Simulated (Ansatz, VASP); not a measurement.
## ScNb2O3 in VASP and in Ansatz

```
Sc Nb O
1.0
     2.40973   -5.26972    0.00000
     2.40973    5.26972    0.00000
     0.00000    0.00000    3.37227
Sc Nb O
1 2 3
Direct
  0.50000 0.50000 0.00000
  0.19974 0.80026 0.00000
  0.80026 0.19974 0.00000
  0.00000 0.00000 0.00000
  0.50000 0.00000 0.50000
  0.00000 0.50000 0.50000
```

Change from the starting cell: species swapped into the NaH2Pd3 type (Cmmm, No. 65).

Alike in both runs: functional PBE; k mesh 8 × 8 × 12; occupations gaussian, width 0.1 eV; no spin polarisation.

Ansatz relaxed the structure, and its values are those at the end. VASP's run is a single point on that final structure, the one shown.

```csv
,VASP,Ansatz
version,VASP 6.6.1,Ansatz 0.2.0
potentials or method,"VASP PAW PBE potentials, release 64 (Sc_sv, Nb_sv, O), cutoff 520 eV","scalar-relativistic, plane waves, PAW"
valence electrons in the cell,55,55
```

Ansatz gave:

- gap on the k mesh at the Fermi level (eV): none
- pressure (GPa): 0.0

Problem. What did VASP give for the same quantities?

Solution. gap on the k mesh at the Fermi level (eV): none; pressure (GPa): -0.2.

A gap of «none» marks a metal or a gap that the smearing closes. With one functional, cell and mesh, what is left measures potentials, basis and numerics.
